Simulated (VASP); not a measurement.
Here is a VASP 6.6.1 calculation.

The input INCAR:

```
PREC = Accurate ; ENCUT = 520
EDIFF = 1E-6 ; ISMEAR = -1
SIGMA = 0.08 ; LREAL = False
LASPH = True ; NELM = 80
ALGO = Normal ; ISIF = 2
LWAVE = False ; LCHARG = True
GGA = PS ; LELF = True
LVHAR = True ; NBANDS = 11
```

File KPOINTS:

```
regular mesh
0
Gamma
  15 15 14
```

Contents of POSCAR:

```
Sr
1.0
    3.0335302577      0.0000000000      0.0000000000
   -1.5167651288      2.6271142663      0.0000000000
    0.0000000000      0.0000000000      2.7136195965
Sr
1
Direct
    0.0000000000      0.0000000000      0.0000000000
```

Potentials or basis: VASP PAW PBE potentials, release 64 (Sr_sv).

Run with:

```console
$ cat potpaw_PBE.64/Sr_sv/POTCAR > POTCAR
$ mpirun -np 1 vasp_std > vasp.out
```

Q: Estimate the pressure.

A: 37.1 GPa.

Q: Estimate the band gap on the k mesh.

A: Zero (band 5 reaches 7.45 eV, above the bottom of band 6 at 4.44 eV).

Stress tensor (GPa, compression positive):
```
36.77  0.00  0.00
 0.00 36.77  0.00
 0.00  0.00 37.67
```

Caveat: the PAW data sets were made with another functional, which shifts forces and pressure a little.
